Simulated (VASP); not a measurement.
Wanted: the native input for a VASP 6.6.1 run.

| Property | Result |
| --- | --- |
| Task | single point |
| Functional | PBE |
| Dispersion | D3(BJ) |
| Potentials or basis | VASP PAW PBE potentials, release 64 (Cd) |
| Cutoff | 520 eV |
| k mesh | 18 × 18 × 8 |
| Occupations | gaussian, width 0.1 eV |
| Spin | no spin polarisation |
| Dipole correction | no |
| Further INCAR settings | ALGO = Fast; EDIFF = 1e-06; NBANDS = 19 |

The structure of Cd lies in POSCAR:

```
Cd
1.0
    2.9974751757      0.0000000000      0.0000000000
   -1.4987375879      2.5958896494      0.0000000000
    0.0000000000      0.0000000000      5.4704676256
Cd
2
Direct
    0.3333333333      0.6666666667      0.2500000000
    0.6666666667      0.3333333333      0.7500000000
```

One way to write it, as run:

INCAR

```
SYSTEM = Cd
PREC = Accurate
ENCUT = 520
EDIFF = 1E-6
ISMEAR = 0
SIGMA = 0.1
LREAL = .FALSE.
LASPH = .TRUE.
NELM = 100
ALGO = Fast
ISIF = 2
LWAVE = .FALSE.
LCHARG = .TRUE.
GGA = PE
IVDW = 12
LELF = .TRUE.
LVHAR = .TRUE.
NBANDS = 19
```

KPOINTS

```
Automatic mesh
0
G
  18 18 8
  0 0 0
```

Potentials or basis: VASP PAW PBE potentials, release 64 (Cd).

The run is started by

```sh
$ cat potpaw_PBE.64/Cd/POTCAR > POTCAR
$ mpirun -np 1 vasp_std > vasp.out
```

It gave:

| Quantity | Value |
| --- | --- |
| Pressure | 0.4 GPa |
| Band gap on the k mesh | zero (bands 12 and 13 overlap by 3.98 eV) |
| Dispersion energy per atom | -0.450 eV |

Wall time 3.2 min on 1 thread of Oxide Virtual Turin-like Processor, on a shared host, peak memory 0.22 GiB.
